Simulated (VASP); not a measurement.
# GaSb (F-43m) in VASP: a series of runs

GaSb is run at these levels: r2SCAN, BHLYP; tasks: single point.

Everything below comes from runs of VASP 6.6.1. Logs are shortened: lines on timing, memory, paths and dates and some standing lists are left out, and cuts for length are marked.

**1. The cell of the first run**

Symmetry: F-43m, No. 216, cubic system. The conventional cell has a = 5.993 Å, b = 5.993 Å, c = 5.993 Å, α = 90.00°, β = 90.00°, γ = 90.00°. Sb (site symmetry -43m) has 4 Ga at 2.60 Å within 3.4 Å. Within 3.4 Å of Ga (site symmetry -43m) lie 4 Sb at 2.60 Å.

**2. Single point, r2SCAN, non-collinear spin, zero start, spin-orbit coupling**

File POSCAR:

```
GaSb
1.0
    0.0000000000      2.9965539066      2.9965539066
    2.9965539066      0.0000000000      2.9965539066
    2.9965539066      2.9965539066      0.0000000000
Sb Ga
1 1
Direct
    0.7500000000      0.7500000000      0.7500000000
    0.0000000000      0.0000000000      0.0000000000
```

File INCAR.step1:

```
PREC = Accurate
ENCUT = 520
ISMEAR = -1
SIGMA = 0.05
LREAL = False
LASPH = True
NELM = 150
MAGMOM = 0 0 0 0 0 0
LSORBIT = True
GGA_COMPAT = False
NBANDS = 30
GGA = PE
ALGO = Normal
EDIFF = 1E-4
LWAVE = True
LCHARG = False
```

File INCAR.step2:

```
PREC = Accurate
ENCUT = 520
EDIFF = 1E-6
ISMEAR = -1
SIGMA = 0.05
LREAL = False
LASPH = True
NELM = 150
ALGO = Normal
ISIF = 2
LWAVE = False
LCHARG = False
MAGMOM = 0 0 0 0 0 0
LORBIT = 11
LSORBIT = True
GGA_COMPAT = False
LORBMOM = True
METAGGA = R2SCAN
LMIXTAU = True
NBANDS = 30
ISTART = 1
```

File KPOINTS:

```
regular mesh
0
Gamma
  8 8 8
```

Potentials or basis: VASP PAW PBE potentials, release 64 (Sb, Ga_d).

Run with:

```console
> cat potpaw_PBE.64/Sb/POTCAR potpaw_PBE.64/Ga_d/POTCAR > POTCAR
> cp INCAR.step1 INCAR
> mpirun -np 1 vasp_ncl > vasp.out
> cp INCAR.step2 INCAR
> mpirun -np 1 vasp_ncl > vasp.out
```

OUTCAR:

```text
PREC = Accurate
   ENCUT = 520
   EDIFF = 1E-6
   ISMEAR = -1
   LREAL = False
   LASPH = True
   NELM = 150
   ISIF = 2
   LORBIT = 11
   LSORBIT = True
   METAGGA = R2SCAN
   ISTART = 1

 ion  position               nearest neighbor table
   1  0.750  0.750  0.750-   2 2.60   2 2.60   2 2.60   2 2.60
   2  0.000  0.000  0.000-   1 2.60   1 2.60   1 2.60   1 2.60

  LATTYP: Found a face centered cubic cell.
 ALAT       =     5.9931078132

  Lattice vectors:

 A1 = (   0.0000000000,   2.9965539066,   2.9965539066)
 A2 = (   2.9965539066,   0.0000000000,   2.9965539066)
 A3 = (   2.9965539066,   2.9965539066,   0.0000000000)

Analysis of symmetry for initial positions (statically):
=====================================================================
 Subroutine PRICEL returns:
 Original cell was already a primitive cell.

 Routine SETGRP: Setting up the symmetry group for a
 face centered cubic supercell.

 Subroutine GETGRP returns: Found 24 space group operations
 (whereof 24 operations were pure point group operations)
 out of a pool of 48 trial point group operations.

The static configuration has the point symmetry T_d .

Analysis of symmetry for dynamics (positions and initial velocities):
=====================================================================
 Subroutine PRICEL returns:
 Original cell was already a primitive cell.

 Routine SETGRP: Setting up the symmetry group for a
 face centered cubic supercell.

 Subroutine GETGRP returns: Found 24 space group operations
 (whereof 24 operations were pure point group operations)
 out of a pool of 48 trial point group operations.

The dynamic configuration has the point symmetry T_d .

Analysis of structural, dynamic, and magnetic symmetry:
=====================================================================
 Subroutine PRICEL returns:
 Original cell was already a primitive cell.

 Routine SETGRP: Setting up the symmetry group for a
 face centered cubic supercell.

 Subroutine GETGRP returns: Found 24 space group operations
 (whereof 24 operations were pure point group operations)
 out of a pool of 48 trial point group operations.

The overall configuration has the point symmetry T_d .

 Subroutine INISYM returns: Found 24 space group operations
 (whereof 24 operations are pure point group operations),
 and found     1 'primitive' translations

----------------------------------------------------------------------------------------

                                     Primitive cell

  volume of cell :      53.8141

  direct lattice vectors                    reciprocal lattice vectors
     0.000000000  2.996553907  2.996553907    -0.166858336  0.166858336  0.166858336
     2.996553907  0.000000000  2.996553907     0.166858336 -0.166858336  0.166858336
     2.996553907  2.996553907  0.000000000     0.166858336  0.166858336 -0.166858336

  length of vectors
     4.237767175  4.237767175  4.237767175     0.289007116  0.289007116  0.289007116

  position of ions in fractional coordinates (direct lattice)
     0.750000000  0.750000000  0.750000000
     0.000000000  0.000000000  0.000000000

  ion indices of the primitive-cell ions
   primitive index   ion index
                 1           1
                 2           2

----------------------------------------------------------------------------------------

 KPOINTS: regular mesh

Automatic generation of k-mesh.
 Grid dimensions read from file:
 generate k-points for:    8    8    8

 Generating k-lattice:

  Cartesian coordinates                     Fractional coordinates (reciprocal lattice)
    -0.020857292  0.020857292  0.020857292     0.125000000  0.000000000  0.000000000
     0.020857292 -0.020857292  0.020857292     0.000000000  0.125000000  0.000000000
     0.020857292  0.020857292 -0.020857292     0.000000000  0.000000000  0.125000000

  Length of vectors
[... 88 lines left out ...]
 maximum number of plane-waves:      2944
   NGX = 15   NGY = 15   NGZ = 15

 number of electron      18.0000008 magnetization      -0.0000000      0.0000000     -0.0000000

 number of electron      18.0000008 magnetization       0.0000000     -0.0000000      0.0000000

 number of electron      18.0000008 magnetization      -0.0000000     -0.0000000     -0.0000000

 number of electron      18.0000008 magnetization       0.0000000      0.0000000      0.0000000

 Free energy of the ion-electron system (eV)
  ---------------------------------------------------
  ext. energy  EPLUGINS =         0.00000000
  ---------------------------------------------------
  free energy    TOTEN  =       -37.61188603 eV

  energy without entropy =      -37.61186424  energy(sigma->0) =      -37.61187513

 E-fermi :   5.8562     XC(G=0): -10.0108

 val. band max:        5.5770764606   @ k =   0.0000   0.0000   0.0000
 cond. band min:       6.1828747939   @ k =   0.5000   0.0000   0.0000
 fundamental gap:      0.6057983332
 Fermi energy:         5.8562092068

 k-point     1 :       0.0000    0.0000    0.0000
  band No.  band energies     occupation
      1     -10.5344      1.00000
      2     -10.5344      1.00000
      3     -10.5344      1.00000
      4     -10.5344      1.00000
      5     -10.1026      1.00000
      6     -10.1026      1.00000
[... 781 lines left out ...]
     29      16.1895      0.00000
     30      16.2384      0.00000

 [... further k-points ...]
[... 5 lines left out ...]
  --------------------------------------------------------------------------------------
  -------------------------------------------------------------------------------------
  Total        1.4923089      1.4923089      1.4923089      0.0000000      0.0000000     -0.0000000
  in kB       44.4296641     44.4296641     44.4296641      0.0000000      0.0000000     -0.0000000
  external PRESSURE =      44.4296641 kB  Pullay stress =       0.0000000 kB

 VOLUME and BASIS-vectors are now :
 -----------------------------------------------------------------------------
  energy-cutoff  :      520.00
  volume of cell :       53.81
      direct lattice vectors                 reciprocal lattice vectors
     0.000000000  2.996553907  2.996553907    -0.166858336  0.166858336  0.166858336
     2.996553907  0.000000000  2.996553907     0.166858336 -0.166858336  0.166858336
     2.996553907  2.996553907  0.000000000     0.166858336  0.166858336 -0.166858336

 POSITION                                       TOTAL-FORCE (eV/Angst)
 -----------------------------------------------------------------------------------
      4.49483      4.49483      4.49483         0.000000     -0.000000      0.000000
      0.00000      0.00000      0.00000        -0.000000      0.000000     -0.000000
 -----------------------------------------------------------------------------------
    total drift:                                0.000001      0.000001      0.000001

  FREE ENERGIE OF THE ION-ELECTRON SYSTEM (eV)
  ---------------------------------------------------
  free  energy   TOTEN  =       -37.6118860251 eV

  energy  without entropy=      -37.6118642438  energy(sigma->0) =      -37.61187513

 orbital moment (x)

 # of ion     p       d       tot
 ----------------------------------------
  1         0.000  -0.000   0.000
  2        -0.000   0.000   0.000
 ----------------------------------------
            0.000   0.000   0.000

 orbital moment (y)

 # of ion     p       d       tot
 ----------------------------------------
  1        -0.000  -0.000  -0.000
  2        -0.000   0.000  -0.000
 ----------------------------------------
           -0.000   0.000  -0.000

 orbital moment (z)

 # of ion     p       d       tot
 ----------------------------------------
  1         0.000   0.000   0.000
  2        -0.000   0.000  -0.000
 ----------------------------------------
           -0.000   0.000  -0.000

 Spin-Orbit-Coupling matrix elements

 Ion:    1  E_soc:     -0.1134232
 l=   1
     0.0000000    -0.0187386    -0.0187386
    -0.0187386     0.0000000    -0.0187386
    -0.0187386    -0.0187386     0.0000000
 l=   2
     0.0000000    -0.0000648     0.0000000    -0.0000648    -0.0001005
    -0.0000648     0.0000000    -0.0000754    -0.0000648    -0.0000251
     0.0000000    -0.0000754     0.0000000    -0.0000754     0.0000000
    -0.0000648    -0.0000648    -0.0000754     0.0000000    -0.0000251
    -0.0001005    -0.0000251     0.0000000    -0.0000251     0.0000000
 l=   3
     0.0000000     0.0000000     0.0000000     0.0000000     0.0000000     0.0000000     0.0000000
     0.0000000     0.0000000     0.0000000     0.0000000     0.0000000     0.0000000     0.0000000
     0.0000000     0.0000000     0.0000000     0.0000000     0.0000000     0.0000000     0.0000000
     0.0000000     0.0000000     0.0000000     0.0000000     0.0000000     0.0000000     0.0000000
     0.0000000     0.0000000     0.0000000     0.0000000     0.0000000     0.0000000     0.0000000
     0.0000000     0.0000000     0.0000000     0.0000000     0.0000000     0.0000000     0.0000000
     0.0000000     0.0000000     0.0000000     0.0000000     0.0000000     0.0000000     0.0000000

 Ion:    2  E_soc:     -0.0123529
 l=   1
     0.0000000    -0.0012631    -0.0012631
    -0.0012631     0.0000000    -0.0012631
    -0.0012631    -0.0012631     0.0000000
 l=   2
     0.0000000    -0.0001516     0.0000000    -0.0001516    -0.0006441
    -0.0001516     0.0000000    -0.0004831    -0.0001516    -0.0001610
     0.0000000    -0.0004831     0.0000000    -0.0004831     0.0000000
    -0.0001516    -0.0001516    -0.0004831     0.0000000    -0.0001610
    -0.0006441    -0.0001610     0.0000000    -0.0001610     0.0000000
 l=   3
     0.0000000     0.0000000     0.0000000     0.0000000     0.0000000     0.0000000     0.0000000
     0.0000000     0.0000000     0.0000000     0.0000000     0.0000000     0.0000000     0.0000000
     0.0000000     0.0000000     0.0000000     0.0000000     0.0000000     0.0000000     0.0000000
     0.0000000     0.0000000     0.0000000     0.0000000     0.0000000     0.0000000     0.0000000
     0.0000000     0.0000000     0.0000000     0.0000000     0.0000000     0.0000000     0.0000000
     0.0000000     0.0000000     0.0000000     0.0000000     0.0000000     0.0000000     0.0000000
     0.0000000     0.0000000     0.0000000     0.0000000     0.0000000     0.0000000     0.0000000

 total charge

# of ion       s       p       d       tot
------------------------------------------
    1        1.099   1.404   0.033   2.537
    2        0.875   0.831   9.972  11.678
--------------------------------------------------
tot          1.974   2.235  10.006  14.215

 magnetization (x)

# of ion       s       p       d       tot
------------------------------------------
    1       -0.000  -0.000   0.000  -0.000
    2       -0.000   0.000   0.000  -0.000
--------------------------------------------------
tot         -0.000   0.000   0.000  -0.000

 magnetization (y)

# of ion       s       p       d       tot
------------------------------------------
    1        0.000   0.000   0.000   0.000
    2       -0.000   0.000  -0.000  -0.000
--------------------------------------------------
tot         -0.000   0.000   0.000  -0.000

 magnetization (z)

# of ion       s       p       d       tot
------------------------------------------
    1       -0.000  -0.000   0.000  -0.000
    2       -0.000   0.000  -0.000  -0.000
--------------------------------------------------
tot         -0.000   0.000   0.000  -0.000
```

Wall time 5.6 min (1 thread of Intel Xeon Platinum 8488C (Sapphire Rapids), shared host); peak memory 0.42 GiB.

Results:

```
Free energy                                           : -37.6119 eV
Pressure                                              : 4.4 GPa
Net moment                                            : 0.00 μB per cell
Valence electrons inside the program's atomic spheres : Sb 2.54; Ga 11.68
```

Moments on the atoms (μB; x, y, z):
```
Sb  0.00 0.00 0.00
Ga  0.00 0.00 0.00
```

Caveat: the PAW data sets were made with another functional, which shifts forces and pressure a little.

**3. Single point, r2SCAN, non-collinear spin, zero start, spin-orbit coupling**

This run uses another cell than the first one, of 27.48 Å³/atom, 1.021 times its volume.

File POSCAR:

```
GaSb
1.0
    0.0000000000      3.0176570942      3.0176570942
    3.0176570942      0.0000000000      3.0176570942
    3.0176570942      3.0176570942      0.0000000000
Sb Ga
1 1
Direct
    0.7500000000      0.7500000000      0.7500000000
    0.0000000000      0.0000000000      0.0000000000
```

File INCAR.step1:

```
  PREC = Accurate
  ENCUT = 520
  ISMEAR = -1
  SIGMA = 0.05
  LREAL = False
  LASPH = True
  NELM = 150
  MAGMOM = 0 0 0 0 0 0
  LSORBIT = True
  GGA_COMPAT = False
  NBANDS = 30
  GGA = PE
  ALGO = Normal
  EDIFF = 1E-4
  LWAVE = True
  LCHARG = False
```

File INCAR.step2:

```
  PREC = Accurate
  ENCUT = 520
  EDIFF = 1E-6
  ISMEAR = -1
  SIGMA = 0.05
  LREAL = False
  LASPH = True
  NELM = 150
  ALGO = Normal
  ISIF = 2
  LWAVE = False
  LCHARG = False
  MAGMOM = 0 0 0 0 0 0
  LORBIT = 11
  LSORBIT = True
  GGA_COMPAT = False
  LORBMOM = True
  METAGGA = R2SCAN
  LMIXTAU = True
  NBANDS = 30
  ISTART = 1
```

File KPOINTS:

```
Automatic mesh
0
Gamma
  8 8 8
```

Potentials or basis: VASP PAW PBE potentials, release 64 (Sb, Ga_d).

Run with:

```console
> cat potpaw_PBE.64/Sb/POTCAR potpaw_PBE.64/Ga_d/POTCAR > POTCAR
> cp INCAR.step1 INCAR
> mpirun -np 1 vasp_ncl > vasp.out
> cp INCAR.step2 INCAR
> mpirun -np 1 vasp_ncl > vasp.out
```

OUTCAR:

```text
PREC = Accurate
   ENCUT = 520
   EDIFF = 1E-6
   ISMEAR = -1
   LREAL = False
   LASPH = True
   NELM = 150
   ISIF = 2
   LORBIT = 11
   LSORBIT = True
   METAGGA = R2SCAN
   ISTART = 1

 ion  position               nearest neighbor table
   1  0.750  0.750  0.750-   2 2.61   2 2.61   2 2.61   2 2.61
   2  0.000  0.000  0.000-   1 2.61   1 2.61   1 2.61   1 2.61

  LATTYP: Found a face centered cubic cell.
 ALAT       =     6.0353141884

  Lattice vectors:

 A1 = (   0.0000000000,   3.0176570942,   3.0176570942)
 A2 = (   3.0176570942,   0.0000000000,   3.0176570942)
 A3 = (   3.0176570942,   3.0176570942,   0.0000000000)

Analysis of symmetry for initial positions (statically):
=====================================================================
 Subroutine PRICEL returns:
 Original cell was already a primitive cell.

 Routine SETGRP: Setting up the symmetry group for a
 face centered cubic supercell.

 Subroutine GETGRP returns: Found 24 space group operations
 (whereof 24 operations were pure point group operations)
 out of a pool of 48 trial point group operations.

[... 1055 lines left out ...]
     0.0000000     0.0000000     0.0000000     0.0000000     0.0000000     0.0000000     0.0000000
     0.0000000     0.0000000     0.0000000     0.0000000     0.0000000     0.0000000     0.0000000
     0.0000000     0.0000000     0.0000000     0.0000000     0.0000000     0.0000000     0.0000000
     0.0000000     0.0000000     0.0000000     0.0000000     0.0000000     0.0000000     0.0000000
     0.0000000     0.0000000     0.0000000     0.0000000     0.0000000     0.0000000     0.0000000
     0.0000000     0.0000000     0.0000000     0.0000000     0.0000000     0.0000000     0.0000000

 Ion:    2  E_soc:     -0.0122293
 l=   1
     0.0000000    -0.0012443    -0.0012443
    -0.0012443     0.0000000    -0.0012443
    -0.0012443    -0.0012443     0.0000000
 l=   2
     0.0000000    -0.0001512     0.0000000    -0.0001512    -0.0006427
    -0.0001512     0.0000000    -0.0004820    -0.0001512    -0.0001607
     0.0000000    -0.0004820     0.0000000    -0.0004820     0.0000000
    -0.0001512    -0.0001512    -0.0004820     0.0000000    -0.0001607
    -0.0006427    -0.0001607     0.0000000    -0.0001607     0.0000000
 l=   3
     0.0000000     0.0000000     0.0000000     0.0000000     0.0000000     0.0000000     0.0000000
     0.0000000     0.0000000     0.0000000     0.0000000     0.0000000     0.0000000     0.0000000
     0.0000000     0.0000000     0.0000000     0.0000000     0.0000000     0.0000000     0.0000000
     0.0000000     0.0000000     0.0000000     0.0000000     0.0000000     0.0000000     0.0000000
     0.0000000     0.0000000     0.0000000     0.0000000     0.0000000     0.0000000     0.0000000
     0.0000000     0.0000000     0.0000000     0.0000000     0.0000000     0.0000000     0.0000000
     0.0000000     0.0000000     0.0000000     0.0000000     0.0000000     0.0000000     0.0000000

 total charge

# of ion       s       p       d       tot
------------------------------------------
    1        1.101   1.389   0.032   2.522
    2        0.874   0.809   9.970  11.653
--------------------------------------------------
tot          1.975   2.198  10.001  14.175

 magnetization (x)

# of ion       s       p       d       tot
------------------------------------------
    1        0.000   0.000  -0.000  -0.000
    2       -0.000   0.000   0.000  -0.000
--------------------------------------------------
tot         -0.000   0.000  -0.000  -0.000

 magnetization (y)

# of ion       s       p       d       tot
------------------------------------------
    1        0.000  -0.000   0.000  -0.000
    2       -0.000   0.000   0.000  -0.000
--------------------------------------------------
tot         -0.000   0.000   0.000  -0.000

 magnetization (z)

# of ion       s       p       d       tot
------------------------------------------
    1       -0.000   0.000   0.000   0.000
    2        0.000  -0.000   0.000   0.000
--------------------------------------------------
tot          0.000   0.000   0.000   0.000
```

OSZICAR.step1:

```text
N       E                     dE             d eps       ncg     rms          rms(c)
DAV:   1     0.125506309323E+03    0.12551E+03   -0.81240E+03  2760   0.152E+03
DAV:   2     0.803895731329E+01   -0.11747E+03   -0.11221E+03  2782   0.415E+02
DAV:   3    -0.692792700501E+01   -0.14967E+02   -0.14811E+02  3044   0.109E+02
DAV:   4    -0.741236855282E+01   -0.48444E+00   -0.48347E+00  3140   0.216E+01
DAV:   5    -0.742403041256E+01   -0.11662E-01   -0.11661E-01  3158   0.321E+00    0.380E+00
DAV:   6    -0.737486601543E+01    0.49164E-01   -0.65970E-02  3796   0.436E+00    0.224E+00
DAV:   7    -0.735978851202E+01    0.15078E-01   -0.34038E-02  2878   0.151E+00    0.139E+00
DAV:   8    -0.736011018801E+01   -0.32168E-03   -0.51858E-03  3044   0.567E-01    0.247E-01
DAV:   9    -0.736076316958E+01   -0.65298E-03   -0.95130E-04  2902   0.292E-01    0.570E-02
DAV:  10    -0.736100532890E+01   -0.24216E-03   -0.27129E-04  2688   0.147E-01    0.204E-02
DAV:  11    -0.736107398607E+01   -0.68657E-04   -0.97026E-05  2498   0.678E-02
   1 F= -.73610740E+01 E0= -.73608601E+01  d E =-.427735E-03  mag=    -0.0000     0.0000    -0.0000
```

Wall time 5.5 min (1 thread of Intel Xeon Platinum 8488C (Sapphire Rapids), shared host); peak memory 0.43 GiB.

What came out:

```yaml
Free_energy: -37.6383 eV
Pressure: 3.0 GPa
Net_moment: 0.00 μB per cell
Valence_electrons_inside_the_program's_atomic_spheres: Sb 2.52; Ga 11.65
```

Moments on the atoms (μB; x, y, z):
```
Sb  0.00 0.00 0.00
Ga  0.00 0.00 0.00
```

Caveat: the PAW data sets were made with another functional, which shifts forces and pressure a little.

[end of part 1 of 2]
